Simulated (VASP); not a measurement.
# Si2Sb2Se (P6/mmm) in VASP: notebook, part 2 of 2

VASP 6.6.1.

**3. Single point, PBE**

This run uses another cell than the first one, of 28.94 Å³/atom, 1.182 times its volume.

File INCAR:

```
SYSTEM = Si2Sb2Se
PREC     = Accurate       ! precision mode
ENCUT    = 520            ! plane-wave cutoff, eV
EDIFF    = 1E-7           ! SCF threshold, eV
ISMEAR   = 0              ! smearing method
SIGMA    = 0.1            ! smearing width, eV
LREAL    = .False.        ! projectors in reciprocal space
LASPH    = .True.         ! aspherical terms in the spheres
NELM     = 60             ! most SCF steps
ALGO     = Normal         ! electronic algorithm
ISIF     = 2              ! what is computed and relaxed
LWAVE    = .False.        ! write WAVECAR
LCHARG   = .True.         ! write CHGCAR
GGA      = PE             ! functional
LELF     = .True.         ! ELF
LVHAR    = .True.       
NBANDS   = 20             ! bands
```

File KPOINTS:

```
Automatic mesh
0
Gamma
  3 3 6
  0 0 0
```

File POSCAR:

```
Si2Sb2Se
1.0
    6.7637686900      0.0000000000      0.0000000000
   -3.3818843500      5.8575955100      0.0000000000
    0.0000000000      0.0000000000      3.6525964200
Si Sb Se
2 2 1
Direct
    0.3333333300      0.6666666700      0.0000000000
    0.6666666700      0.3333333300      0.0000000000
    0.3333333300      0.6666666700      0.5000000000
    0.6666666700      0.3333333300      0.5000000000
    0.0000000000      0.0000000000      0.0000000000
```

Potentials or basis: VASP PAW PBE potentials, release 64 (Si, Sb, Se).

Run with:

```console
$ cat potpaw_PBE.64/Si/POTCAR potpaw_PBE.64/Sb/POTCAR potpaw_PBE.64/Se/POTCAR > POTCAR
$ mpirun -np 1 vasp_std > vasp.out
```

OUTCAR:

```text
SYSTEM = Si2Sb2Se
   PREC = Accurate
   ENCUT = 520
   EDIFF = 1E-7
   ISMEAR = 0
   LREAL = .False.
   LASPH = .True.
   NELM = 60
   ISIF = 2
   GGA = PE

 ion  position               nearest neighbor table
   1  0.333  0.667  0.000-   3 1.83   3 1.83
   2  0.667  0.333  0.000-   4 1.83   4 1.83
   3  0.333  0.667  0.500-   1 1.83   1 1.83
   4  0.667  0.333  0.500-   2 1.83   2 1.83
   5  0.000  0.000  0.000-

  LATTYP: Found a hexagonal cell.
 ALAT       =     6.7637686900
 C/A-ratio  =     0.5400238517

  Lattice vectors:

 A1 = (   6.7637686900,   0.0000000000,   0.0000000000)
 A2 = (  -3.3818843500,   5.8575955100,   0.0000000000)
 A3 = (   0.0000000000,   0.0000000000,   3.6525964200)

Analysis of symmetry for initial positions (statically):
=====================================================================
 Subroutine PRICEL returns:
 Original cell was already a primitive cell.

 Routine SETGRP: Setting up the symmetry group for a
 hexagonal supercell.

 Subroutine GETGRP returns: Found 24 space group operations
 (whereof 24 operations were pure point group operations)
 out of a pool of 24 trial point group operations.

The static configuration has the point symmetry D_6h.

Analysis of symmetry for dynamics (positions and initial velocities):
=====================================================================
 Subroutine PRICEL returns:
 Original cell was already a primitive cell.

 Routine SETGRP: Setting up the symmetry group for a
 hexagonal supercell.

 Subroutine GETGRP returns: Found 24 space group operations
 (whereof 24 operations were pure point group operations)
 out of a pool of 24 trial point group operations.

The dynamic configuration has the point symmetry D_6h.

 Subroutine INISYM returns: Found 24 space group operations
 (whereof 24 operations are pure point group operations),
 and found     1 'primitive' translations

----------------------------------------------------------------------------------------

                                     Primitive cell

  volume of cell :     144.7138

  direct lattice vectors                    reciprocal lattice vectors
     6.763768690  0.000000000  0.000000000     0.147846570  0.085359257  0.000000000
    -3.381884350  5.857595510  0.000000000     0.000000000  0.170718514  0.000000000
     0.000000000  0.000000000  3.652596420     0.000000000  0.000000000  0.273777851

  length of vectors
     6.763768690  6.763768692  3.652596420     0.170718514  0.170718514  0.273777851

  position of ions in fractional coordinates (direct lattice)
     0.333333330  0.666666670  0.000000000
     0.666666670  0.333333330  0.000000000
     0.333333330  0.666666670  0.500000000
     0.666666670  0.333333330  0.500000000
     0.000000000  0.000000000  0.000000000

  ion indices of the primitive-cell ions
   primitive index   ion index
                 1           1
                 2           2
                 3           3
                 4           4
                 5           5

----------------------------------------------------------------------------------------

 KPOINTS: Automatic mesh

Automatic generation of k-mesh.
[... 25 lines left out ...]
  0.333333  0.333333  0.000000      2.000000
  0.000000  0.000000  0.166667      2.000000
  0.333333  0.000000  0.166667     12.000000
  0.333333  0.333333  0.166667      4.000000
  0.000000  0.000000  0.333333      2.000000
  0.333333  0.000000  0.333333     12.000000
  0.333333  0.333333  0.333333      4.000000
  0.000000  0.000000  0.500000      1.000000
  0.333333  0.000000  0.500000      6.000000
  0.333333  0.333333  0.500000      2.000000
   k-points           NKPTS =     12   k-points in BZ     NKDIM =     12   number of bands    NBANDS=     20
   number of dos      NEDOS =    301   number of ions     NIONS =      5
   total plane-waves  NPLWV =  70000
   dimension x,y,z NGX =    50 NGY =   50 NGZ =   28
   dimension x,y,z NGXF=   100 NGYF=  100 NGZF=   56
   ions per type =               2   2   1
   NGX,Y,Z   is equivalent  to a cutoff of  12.29, 12.29, 12.74 a.u.
   NGXF,Y,Z  is equivalent  to a cutoff of  24.58, 24.58, 25.49 a.u.
 SYSTEM =  Si2Sb2Se
   PREC   = accura    normal or accurate (medium, high low for compatibility)
   ISTART =      0    job   : 0-new  1-cont  2-samecut
   ICHARG =      2    charge: 1-file 2-atom 10-const
   ISPIN  =      1    spin polarized calculation?
   LNONCOLLINEAR =      F non collinear calculations
   LSORBIT =      F    spin-orbit coupling
   LASPH  =      T    aspherical Exc in radial PAW
   ENCUT  =  520.0 eV  38.22 Ry    6.18 a.u.  12.58 12.58  6.79*2*pi/ulx,y,z
   NELM   =     60;   NELMIN=  2; NELMDL= -5     # of ELM steps
   EDIFF  = 0.1E-06   stopping-criterion for ELM
   LREAL  =      F    real-space projection
   EDIFFG = 0.1E-05   stopping-criterion for IOM
   NSW    =      0    number of steps for IOM
   IBRION =     -1    ionic relax: 0-MD 1-quasi-New 2-CG
   NFREE  =      0    steps in history (QN), initial steepest desc. (CG)
   ISIF   =      2    stress and relaxation
   ISYM   =      2    0-nonsym 1-usesym 2-fastsym
   POTIM  = 0.5000    time-step for ionic-motion
   TEBEG  =    0.0;   TEEND  =   0.0 temperature during run
   PSTRESS=    0.0 pullay stress
   NELECT =      24.0000    total number of electrons
   NUPDOWN=      -1.0000    fix difference up-down
   EMIN   =  10.00;   EMAX   =-10.00  energy-range for DOS
   EFERMI =   0.00;   METHOD = LEGACY
   ISMEAR =     0;   SIGMA  =   0.10  broadening in eV -4-tet -1-fermi 0-gaus
   EFERMI_NEDOS =   21; number of points for ismear=-14 and -15
   IALGO  =     38    algorithm
   IMIX   =      4    mixing-type and parameters
     AMIX     =   0.40;   BMIX     =  1.00
     AMIX_MAG =   1.60;   BMIX_MAG =  1.00
  volume/ion in A,a.u.               =      28.94       195.32
  Fermi-wavevector in a.u.,A,eV,Ry     =   0.899446  1.699707 11.007166  0.809004
  Thomas-Fermi vector in A             =   2.022281
   LORBIT       =      0    0 simple, 1 ext, 2 COOP (PROOUT), +10 PAW based schemes
   GGA     = PE    functional components
   LHFCALC =     F    Hartree Fock is set to
   AEXX    =    0.0000 exact exchange contribution
   IVDW    =     0    specifies the selected vdW correction
   LEPSILON=     F    determine dielectric tensor
   LRPA    =     F    only Hartree local field effects (RPA)
 non-spin polarized calculation
 Gauss-broadening in eV      SIGMA  =   0.10
  energy-cutoff  :      520.00
  volume of cell :      144.71
 maximum number of plane-waves:      3926
 NGX is ok and might be reduce to    50
   NGX = 25   NGY = 25   NGZ = 13

 number of electron      23.9999999 magnetization

 Free energy of the ion-electron system (eV)
  ---------------------------------------------------
  ext. energy  EPLUGINS =         0.00000000
  ---------------------------------------------------
  free energy    TOTEN  =         2.87220620 eV

  energy without entropy =        2.89654072  energy(sigma->0) =        2.88437346

 E-fermi :   4.1452     XC(G=0):  -8.5210

 val. band max:        4.1335725540   @ k =   0.3333   0.3333   0.1667
 cond. band min:       4.1696864483   @ k =   0.3333   0.0000   0.1667
 fundamental gap:      0.0361138944
 Fermi energy:         4.1452091123

 k-point     1 :       0.0000    0.0000    0.0000
  band No.  band energies     occupation
      1      -9.9214      2.00000
      2      -9.2868      2.00000
      3      -7.0596      2.00000
      4      -1.4373      2.00000
      5      -1.1655      2.00000
      6      -1.1558      2.00000
[... 265 lines left out ...]
     19       9.6858      0.00000
     20      10.7386      0.00000

------------------------ aborting loop because EDIFF is reached ----------------------------------------

  FORCE on cell =-STRESS in cart. coord.  units (eV):
  Direction    XX          YY          ZZ          XY          YZ          ZX
  --------------------------------------------------------------------------------------
  -------------------------------------------------------------------------------------
  Total       -0.1415614     -0.1415614    151.5972846      0.0000000      0.0000000      0.0000000
  in kB       -1.5672770     -1.5672770   1678.3873204      0.0000000      0.0000000      0.0000000
  external PRESSURE =     558.4175888 kB  Pullay stress =       0.0000000 kB

 VOLUME and BASIS-vectors are now :
 -----------------------------------------------------------------------------
  energy-cutoff  :      520.00
  volume of cell :      144.71
      direct lattice vectors                 reciprocal lattice vectors
     6.763768690  0.000000000  0.000000000     0.147846570  0.085359257  0.000000000
    -3.381884350  5.857595510  0.000000000     0.000000000  0.170718514  0.000000000
     0.000000000  0.000000000  3.652596420     0.000000000  0.000000000  0.273777851

 POSITION                                       TOTAL-FORCE (eV/Angst)
 -----------------------------------------------------------------------------------
     -0.00000      3.90506      0.00000         0.000000     -0.000000     -0.000000
      3.38188      1.95253      0.00000        -0.000000      0.000000      0.000000
     -0.00000      3.90506      1.82630        -0.000000      0.000000      0.000000
      3.38188      1.95253      1.82630         0.000000     -0.000000     -0.000000
      0.00000      0.00000      0.00000         0.000000      0.000000      0.000000
 -----------------------------------------------------------------------------------
    total drift:                               -0.000000      0.000000     -0.000000

  FREE ENERGIE OF THE ION-ELECTRON SYSTEM (eV)
  ---------------------------------------------------
  free  energy   TOTEN  =         2.8722062049 eV

  energy  without entropy=        2.8965407236  energy(sigma->0) =        2.88437346
```

It took 39 s on 1 thread of Intel Xeon Platinum 8259CL at 2.50GHz (Skylake/Cascade Lake), shared host; peak memory 0.25 GiB.

What came out:

- Free energy: 2.8722 eV
- Pressure: 55.8 GPa
- Band gap on the k mesh: zero (band 12 reaches 5.08 eV, above the bottom of band 13 at 2.99 eV)

Stress tensor (GPa, compression positive):
```
 -0.16   0.00   0.00
  0.00  -0.16   0.00
  0.00   0.00 167.84
```

Levels at points of the mesh, in eV from the Fermi level:
| k point | band 8 | band 9 | band 10 | band 11 | band 12 | band 13 | band 14 | band 15 | band 16 | band 17 |
| --- | --- | --- | --- | --- | --- | --- | --- | --- | --- | --- |
| (0.00, 0.00, 0.00) | -4.01 | -4.01 | -0.53 | -0.53 | 0.63 | 0.96 | 1.86 | 3.50 | 5.37 | 5.37 |
| (0.00, 0.00, 0.50) | -1.82 | -1.71 | -1.71 | -1.22 | -1.22 | -1.16 | -1.16 | 0.98 | 0.98 | 4.57 |

Caveat: spin-orbit coupling is left out, which moves the levels of the heavy elements.

**4. Single point, PBE**

This run uses another cell than the first one, of 24.29 Å³/atom, 0.992 times its volume.

File INCAR:

```
SYSTEM = Si2Sb2Se
PREC = Accurate
ENCUT = 520
EDIFF = 1E-6
ISMEAR = 0
SIGMA = 0.1
LREAL = .False.
LASPH = .True.
NELM = 100
ALGO = Normal
ISIF = 2
LWAVE = .False.
LCHARG = .False.
GGA = PE
NBANDS = 20
```

File KPOINTS:

```
Automatic mesh
0
Gamma
  6 6 4
  0 0 0
```

File POSCAR:

```
Si2Sb2Se
1.0
    4.9893135246      0.0000000000      0.0000000000
   -2.4946567623      4.3208722597      0.0000000000
    0.0000000000      0.0000000000      5.6331588542
Si Sb Se
2 2 1
Direct
    0.3333333333      0.6666666667      0.0000000000
    0.6666666667      0.3333333333      0.0000000000
    0.3333333333      0.6666666667      0.5000000000
    0.6666666667      0.3333333333      0.5000000000
    0.0000000000      0.0000000000      0.0000000000
```

Run with:

```console
$ cat potpaw_PBE.64/Si/POTCAR potpaw_PBE.64/Sb/POTCAR potpaw_PBE.64/Se/POTCAR > POTCAR
$ mpirun -np 1 vasp_std > vasp.out
```

It took 40 s on 1 thread of Intel Xeon Platinum 8259CL at 2.50GHz (Skylake/Cascade Lake), shared host; peak memory 0.26 GiB.

Results (log left out):

```yaml
Free_energy: -20.9017 eV
Pressure: 0.1 GPa
Band_gap_on_the_k_mesh: zero (band 12 reaches 6.82 eV, above the bottom of band 13 at 5.32 eV)
```

Stress tensor (GPa, compression positive):
```
-0.06  0.00  0.00
 0.00 -0.06  0.00
 0.00  0.00  0.38
```

Levels at points of the mesh, in eV from the Fermi level:
```csv
k point,band 9,band 10,band 11,band 12,band 13,band 14,band 15,band 16
"(0.00, 0.00, 0.00)",-3.75,-2.46,-1.55,-1.06,-1.06,-0.66,1.55,1.55
"(0.50, 0.00, 0.00)",-2.92,-1.72,-1.51,-0.14,1.54,1.63,2.55,2.90
"(0.00, 0.00, 0.50)",-3.03,-2.39,-2.39,-2.29,-0.89,0.64,0.84,0.84
"(0.50, 0.00, 0.50)",-1.25,-0.46,0.38,0.44,1.28,1.46,1.68,2.39
```

Caveat: spin-orbit coupling is left out, which moves the levels of the heavy elements.

**5. Overview**

```tsv
cell	k mesh	gap on the mesh (eV)	pressure (GPa)
a = 4.970, b = 4.970, c = 5.723 Å, angles 90.0, 90.0, 120.0°, 5 atoms	3 × 3 × 6	none	0.1
a = 6.764, b = 6.764, c = 3.653 Å, angles 90.0, 90.0, 120.0°, 5 atoms	3 × 3 × 6	none	55.8
a = 4.989, b = 4.989, c = 5.633 Å, angles 90.0, 90.0, 120.0°, 5 atoms	6 × 6 × 4	none	0.1
```

Alike in all rows: task single point; level PBE; potentials or basis VASP PAW PBE potentials, release 64 (Si, Sb, Se); no spin polarisation; cutoff (eV) 520; smearing gaussian 0.1 eV.

Caveats: some runs use coarse meshes; spin-orbit coupling is left out, which moves the levels of the heavy elements.

Total energies depend on the potentials used, so only differences within one code and one set of settings carry meaning.
